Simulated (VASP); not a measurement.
# KI (F-43m) in VASP: further runs

The runs below take KI through single point, with r2SCAN50, PBE-based global hybrid with 20 % exact exchange.

All numbers are computed with VASP 6.6.1; they aren't measurements. Logs are shortened: lines on timing, memory, paths and dates and some standing lists are left out, and cuts for length are marked.

## Step 1: The cell of the first run

It takes space group F-43m (No. 216, cubic). The conventional cell has a = 7.932 Å, b = 7.932 Å, c = 7.932 Å, α = 90.00°, β = 90.00°, γ = 90.00°. K (site symmetry -43m) has 4 I at 3.43 Å within 4.5 Å. Within 4.5 Å of I (site symmetry -43m) lie 4 K at 3.43 Å.

## Step 2: Single point, r2SCAN50

Contents of POSCAR:

```
KI
1.0
    0.0000000000      3.9658942823      3.9658942823
    3.9658942823      0.0000000000      3.9658942823
    3.9658942823      3.9658942823      0.0000000000
K I
1 1
Direct
    0.0000000000      0.0000000000      0.0000000000
    0.2500000000      0.2500000000      0.2500000000
```

Contents of INCAR.step1:

```
PREC = Accurate
ENCUT = 520
EDIFF = 1E-5
ISMEAR = 0
SIGMA = 0.01
LREAL = F
LASPH = T
NELM = 60
ALGO = Normal
ISIF = 2
LWAVE = T
LCHARG = F
GGA = PE
NBANDS = 15
```

Contents of INCAR.step2:

```
PREC = Accurate
ENCUT = 520
EDIFF = 1E-6
ISMEAR = 0
SIGMA = 0.01
LREAL = F
LASPH = T
NELM = 60
ALGO = Normal
ISIF = 2
LWAVE = F
LCHARG = F
METAGGA = R2SCAN
LHFCALC = T
AEXX = 0.5
LMIXTAU = T
PRECFOCK = Normal
ISTART = 1
NBANDS = 15
```

Contents of KPOINTS:

```
regular mesh
0
Gamma
  4 4 4
```

Potentials or basis: VASP PAW PBE potentials, release 64 (K_sv, I).

Launch:

```console
$ cat potpaw_PBE.64/K_sv/POTCAR potpaw_PBE.64/I/POTCAR > POTCAR
$ cp INCAR.step1 INCAR
$ mpirun -np 1 vasp_std > vasp.out
$ cp INCAR.step2 INCAR
$ mpirun -np 1 vasp_std > vasp.out
```

OUTCAR:

```text
PREC = Accurate
   ENCUT = 520
   EDIFF = 1E-6
   ISMEAR = 0
   LREAL = F
   LASPH = T
   NELM = 60
   ISIF = 2
   METAGGA = R2SCAN
   LHFCALC = T
   AEXX = 0.5
   PRECFOCK = Normal
   ISTART = 1

 ion  position               nearest neighbor table
   1  0.000  0.000  0.000-   2 3.43   2 3.43   2 3.43   2 3.43
   2  0.250  0.250  0.250-   1 3.43   1 3.43   1 3.43   1 3.43

  LATTYP: Found a face centered cubic cell.
 ALAT       =     7.9317885646

  Lattice vectors:

 A1 = (   0.0000000000,   3.9658942823,   3.9658942823)
 A2 = (   3.9658942823,   0.0000000000,   3.9658942823)
 A3 = (   3.9658942823,   3.9658942823,   0.0000000000)

Analysis of symmetry for initial positions (statically):
=====================================================================
 Subroutine PRICEL returns:
 Original cell was already a primitive cell.

 Routine SETGRP: Setting up the symmetry group for a
 face centered cubic supercell.

 Subroutine GETGRP returns: Found 24 space group operations
 (whereof 24 operations were pure point group operations)
 out of a pool of 48 trial point group operations.

The static configuration has the point symmetry T_d .

Analysis of symmetry for dynamics (positions and initial velocities):
=====================================================================
 Subroutine PRICEL returns:
 Original cell was already a primitive cell.

 Routine SETGRP: Setting up the symmetry group for a
 face centered cubic supercell.

 Subroutine GETGRP returns: Found 24 space group operations
 (whereof 24 operations were pure point group operations)
 out of a pool of 48 trial point group operations.

The dynamic configuration has the point symmetry T_d .

 Subroutine INISYM returns: Found 24 space group operations
 (whereof 24 operations are pure point group operations),
 and found     1 'primitive' translations

----------------------------------------------------------------------------------------

                                     Primitive cell

  volume of cell :     124.7537

  direct lattice vectors                    reciprocal lattice vectors
     0.000000000  3.965894282  3.965894282    -0.126074969  0.126074969  0.126074969
     3.965894282  0.000000000  3.965894282     0.126074969 -0.126074969  0.126074969
     3.965894282  3.965894282  0.000000000     0.126074969  0.126074969 -0.126074969

  length of vectors
     5.608621481  5.608621481  5.608621481     0.218368252  0.218368252  0.218368252

  position of ions in fractional coordinates (direct lattice)
     0.000000000  0.000000000  0.000000000
     0.250000000  0.250000000  0.250000000

  ion indices of the primitive-cell ions
   primitive index   ion index
                 1           1
                 2           2

----------------------------------------------------------------------------------------

 KPOINTS: regular mesh

Automatic generation of k-mesh.
 Grid dimensions read from file:
 generate k-points for:    4    4    4

 Generating k-lattice:

  Cartesian coordinates                     Fractional coordinates (reciprocal lattice)
    -0.031518742  0.031518742  0.031518742     0.250000000  0.000000000  0.000000000
     0.031518742 -0.031518742  0.031518742     0.000000000  0.250000000  0.000000000
     0.031518742  0.031518742 -0.031518742     0.000000000  0.000000000  0.250000000

  Length of vectors
     0.054592063  0.054592063  0.054592063

  Shift w.r.t. Gamma in fractional coordinates (k-lattice)
     0.000000000  0.000000000  0.000000000

 Subroutine IBZKPT returns following result:
 ===========================================

 Found      8 irreducible k-points:

 Following reciprocal coordinates:
            Coordinates               Weight
  0.000000  0.000000  0.000000      1.000000
  0.250000  0.000000  0.000000      8.000000
  0.500000  0.000000  0.000000      4.000000
  0.250000  0.250000  0.000000      6.000000
  0.500000  0.250000  0.000000     24.000000
 -0.250000  0.250000  0.000000     12.000000
  0.500000  0.500000  0.000000      3.000000
 -0.250000  0.500000  0.250000      6.000000
   k-points           NKPTS =      8   k-points in BZ     NKDIM =     64   number of bands    NBANDS=     15
   number of dos      NEDOS =    301   number of ions     NIONS =      2
   total plane-waves  NPLWV =  74088
   dimension x,y,z NGX =    42 NGY =   42 NGZ =   42
   dimension x,y,z NGXF=    84 NGYF=   84 NGZF=   84
   ions per type =               1   1
   NGX,Y,Z   is equivalent  to a cutoff of  12.45, 12.45, 12.45 a.u.
   NGXF,Y,Z  is equivalent  to a cutoff of  24.90, 24.90, 24.90 a.u.
 SYSTEM =  unknown system
   PREC   = accura    normal or accurate (medium, high low for compatibility)
   ISTART =      1    job   : 0-new  1-cont  2-samecut
   ICHARG =      0    charge: 1-file 2-atom 10-const
   ISPIN  =      1    spin polarized calculation?
   LNONCOLLINEAR =      F non collinear calculations
   LSORBIT =      F    spin-orbit coupling
   LASPH  =      T    aspherical Exc in radial PAW
   ENCUT  =  520.0 eV  38.22 Ry    6.18 a.u.  10.43 10.43 10.43*2*pi/ulx,y,z
   NELM   =     60;   NELMIN=  2; NELMDL=  0     # of ELM steps
   EDIFF  = 0.1E-05   stopping-criterion for ELM
   LREAL  =      F    real-space projection
   EDIFFG = 0.1E-04   stopping-criterion for IOM
   NSW    =      0    number of steps for IOM
   IBRION =     -1    ionic relax: 0-MD 1-quasi-New 2-CG
   NFREE  =      0    steps in history (QN), initial steepest desc. (CG)
   ISIF   =      2    stress and relaxation
   ISYM   =      3    0-nonsym 1-usesym 2-fastsym
   POTIM  = 0.5000    time-step for ionic-motion
   TEBEG  =    0.0;   TEEND  =   0.0 temperature during run
   PSTRESS=    0.0 pullay stress
   NELECT =      16.0000    total number of electrons
   NUPDOWN=      -1.0000    fix difference up-down
   EMIN   =  10.00;   EMAX   =-10.00  energy-range for DOS
   EFERMI =   0.00;   METHOD = LEGACY
   ISMEAR =     0;   SIGMA  =   0.01  broadening in eV -4-tet -1-fermi 0-gaus
   EFERMI_NEDOS =   21; number of points for ismear=-14 and -15
   IALGO  =     38    algorithm
   IMIX   =      1    mixing-type and parameters
     AMIX     =   0.40;   BMIX     =  1.00
     AMIX_MAG =   1.60;   BMIX_MAG =  1.00
  volume/ion in A,a.u.               =      62.38       420.94
  Fermi-wavevector in a.u.,A,eV,Ry     =   0.825589  1.560136  9.273684  0.681597
  Thomas-Fermi vector in A             =   1.937473
   LORBIT       =      0    0 simple, 1 ext, 2 COOP (PROOUT), +10 PAW based schemes
   METAGGA = R2SCAN    functional components
   LHFCALC =     T    Hartree Fock is set to
   PRECFOCK=normal    Normal, Fast or Accurate (Low or Medium for compatibility)
   ENCUT4O =  -1.0   cutoff for four orbital integrals eV
   NKREDX  =     1    reduce k-point grid by
   NKREDY  =     1    reduce k-point grid by
   NKREDZ  =     1    reduce k-point grid by
   AEXX    =    0.5000 exact exchange contribution
   HFSCREEN=    0.0000 screening length (either q_TF or 0.3 A-1)
   HFSCREENC=   0.0000 screening length for correlation (either q_TF or 0.3 A-1)
   ENCUTFOCK=  -1.0 apply spherical cutoff to Coloumb kernel
   IVDW    =     0    specifies the selected vdW correction
   LEPSILON=     F    determine dielectric tensor
   LRPA    =     F    only Hartree local field effects (RPA)
 non-spin polarized calculation
 Gauss-broadening in eV      SIGMA  =   0.01
  energy-cutoff  :      520.00
  volume of cell :      124.75
 maximum number of plane-waves:      3383
 NGX is ok and might be reduce to    42
  NGX = 32; NGY = 32; NGZ = 32

 number of electron      16.0000003 magnetization

 Free energy of the ion-electron system (eV)
  ---------------------------------------------------
  ext. energy  EPLUGINS =         0.00000000
  ---------------------------------------------------
  free energy    TOTEN  =       -22.40280618 eV

  energy without entropy =      -22.40280618  energy(sigma->0) =      -22.40280618

 E-fermi :  -4.4065     XC(G=0):  -3.4497

 val. band max:       -4.5354515855   @ k =   0.0000   0.0000   0.0000
 cond. band min:       2.7143305679   @ k =   0.0000   0.0000   0.0000
 fundamental gap:      7.2497821534
 Fermi energy:        -4.4064735579

 k-point     1 :       0.0000    0.0000    0.0000
  band No.  band energies     occupation
      1     -38.0404      2.00000
      2     -18.5694      2.00000
      3     -18.5694      2.00000
      4     -18.5694      2.00000
      5     -16.4372      2.00000
      6      -4.5355      2.00000
      7      -4.5355      2.00000
      8      -4.5355      2.00000
      9       2.7143      0.00000
     10       7.0985      0.00000
     11       7.0985      0.00000
     12       7.3981      0.00000
     13       7.3981      0.00000
     14       7.3981      0.00000
     15       8.7930      0.00000

 k-point     2 :       0.2500    0.0000    0.0000
  band No.  band energies     occupation
      1     -38.0401      2.00000
      2     -18.6081      2.00000
      3     -18.5715      2.00000
      4     -18.5715      2.00000
      5     -16.3713      2.00000
      6      -4.8241      2.00000
      7      -4.5437      2.00000
      8      -4.5437      2.00000
      9       3.5680      0.00000
     10       6.4702      0.00000
     11       6.5411      0.00000
     12       6.5411      0.00000
     13       7.8886      0.00000
     14       7.9921      0.00000
     15       7.9921      0.00000
[... 77 lines left out ...]
      3     -18.5792      2.00000
      4     -18.5792      2.00000
      5     -16.2658      2.00000
      6      -5.0830      2.00000
      7      -4.6208      2.00000
      8      -4.6208      2.00000
      9       4.0400      0.00000
     10       5.3103      0.00000
     11       7.2765      0.00000
     12       7.9654      0.00000
     13       7.9654      0.00000
     14       8.5320      0.00000
     15       8.8512      0.00000

 k-point     8 :      -0.2500    0.5000    0.2500
  band No.  band energies     occupation
      1     -38.0397      2.00000
      2     -18.6575      2.00000
      3     -18.5816      2.00000
      4     -18.5793      2.00000
      5     -16.2659      2.00000
      6      -4.8870      2.00000
      7      -4.8329      2.00000
      8      -4.6316      2.00000
      9       4.4199      0.00000
     10       5.5191      0.00000
     11       6.7118      0.00000
     12       6.8663      0.00000
     13       8.0362      0.00000
     14       8.6669      0.00000
     15       9.0935      0.00000

------------------------ aborting loop because EDIFF is reached ----------------------------------------

  FORCE on cell =-STRESS in cart. coord.  units (eV):
  Direction    XX          YY          ZZ          XY          YZ          ZX
  --------------------------------------------------------------------------------------
  -------------------------------------------------------------------------------------
  Total       -0.0967130     -0.0967130     -0.0967130      0.0000000      0.0000000      0.0000000
  in kB       -1.2420581     -1.2420581     -1.2420581      0.0000000      0.0000000      0.0000000
  external PRESSURE =      -1.2420581 kB  Pullay stress =       0.0000000 kB

 VOLUME and BASIS-vectors are now :
 -----------------------------------------------------------------------------
  energy-cutoff  :      520.00
  volume of cell :      124.75
      direct lattice vectors                 reciprocal lattice vectors
     0.000000000  3.965894282  3.965894282    -0.126074969  0.126074969  0.126074969
     3.965894282  0.000000000  3.965894282     0.126074969 -0.126074969  0.126074969
     3.965894282  3.965894282  0.000000000     0.126074969  0.126074969 -0.126074969

 POSITION                                       TOTAL-FORCE (eV/Angst)
 -----------------------------------------------------------------------------------
      0.00000      0.00000      0.00000         0.000000      0.000000      0.000000
      1.98295      1.98295      1.98295        -0.000000     -0.000000     -0.000000
 -----------------------------------------------------------------------------------
    total drift:                                0.000012     -0.000010     -0.000001

  FREE ENERGIE OF THE ION-ELECTRON SYSTEM (eV)
  ---------------------------------------------------
  free  energy   TOTEN  =       -22.4028061835 eV

  energy  without entropy=      -22.4028061835  energy(sigma->0) =      -22.40280618
```

It took 10 min on 1 thread of Intel Xeon Platinum 8259CL at 2.50GHz (Skylake/Cascade Lake), shared host; peak memory 0.32 GiB.

Results:

```yaml
Free_energy: -22.4028 eV
Pressure: -0.1 GPa
Band_gap_on_the_k_mesh: 7.25 eV
```

Levels at points of the mesh, in eV from the valence-band top:
```tsv
k point	band 4	band 5	band 6	band 7	band 8	band 9	band 10	band 11	band 12	band 13
(0.00, 0.00, 0.00)	-14.03	-11.90	0.00	0.00	0.00	7.25	11.63	11.63	11.93	11.93
(0.50, 0.00, 0.00)	-14.04	-11.77	-0.53	-0.02	-0.02	9.16	9.92	10.88	10.88	12.79
(0.50, 0.50, 0.00)	-14.04	-11.73	-0.55	-0.09	-0.09	8.58	9.85	11.81	12.50	12.50
```

Caveat: the structure was generated, so it needn't be the stable form of KI; the PAW data sets were made with another functional, which shifts forces and pressure a little; spin-orbit coupling is left out, which moves the levels of the heavy elements.

## Step 3: Single point, PBE-based global hybrid with 20 % exact exchange

POSCAR is that of step 2.

Contents of INCAR.step1:

```
SYSTEM = KI
PREC = Accurate ; ENCUT = 520
EDIFF = 1E-5 ; ISMEAR = 0
SIGMA = 0.01 ; LREAL = .False.
LASPH = .True. ; NELM = 100
ALGO = Normal ; ISIF = 2
LWAVE = .True. ; LCHARG = .False.
NBANDS = 15 ; GGA = PE
```

Contents of INCAR.step2:

```
SYSTEM = KI
PREC = Accurate ; ENCUT = 520
EDIFF = 1E-7 ; ISMEAR = 0
SIGMA = 0.01 ; LREAL = .False.
LASPH = .True. ; NELM = 100
ALGO = Normal ; ISIF = 2
LWAVE = .False. ; LCHARG = .False.
GGA = PE ; LHFCALC = .True.
AEXX = 0.2 ; PRECFOCK = Normal
NBANDS = 15 ; ISTART = 1
```

Contents of KPOINTS:

```
regular mesh
0
Gamma
  4 4 4
  0 0 0
```

Potentials or basis: VASP PAW PBE potentials, release 64 (K_sv, I).

Launch:

```console
$ cat potpaw_PBE.64/K_sv/POTCAR potpaw_PBE.64/I/POTCAR > POTCAR
$ cp INCAR.step1 INCAR
$ mpirun -np 1 vasp_std > vasp.out
$ cp INCAR.step2 INCAR
$ mpirun -np 1 vasp_std > vasp.out
```

It took 13 min on 1 thread of Intel Xeon Platinum 8259CL at 2.50GHz (Skylake/Cascade Lake), shared host; peak memory 0.28 GiB.

It converged, with:

```yaml
Free_energy: -6.4475 eV
Pressure: 0.1 GPa
Band_gap_on_the_k_mesh: 5.26 eV
```

Levels at points of the mesh, in eV from the valence-band top:
```
           k point  band 6  band 7  band 8  band 9  band 10  band 11
(0.00, 0.00, 0.00)    0.00    0.00    0.00    5.26     9.15     9.15
(0.50, 0.00, 0.00)   -0.49   -0.01   -0.01    7.05     7.90     8.61
(0.50, 0.50, 0.00)   -0.51   -0.07   -0.07    6.62     7.68     9.43
```

Caveat: the structure was generated, so it needn't be the stable form of KI; the PAW data sets were made with another functional, which shifts forces and pressure a little; spin-orbit coupling is left out, which moves the levels of the heavy elements.
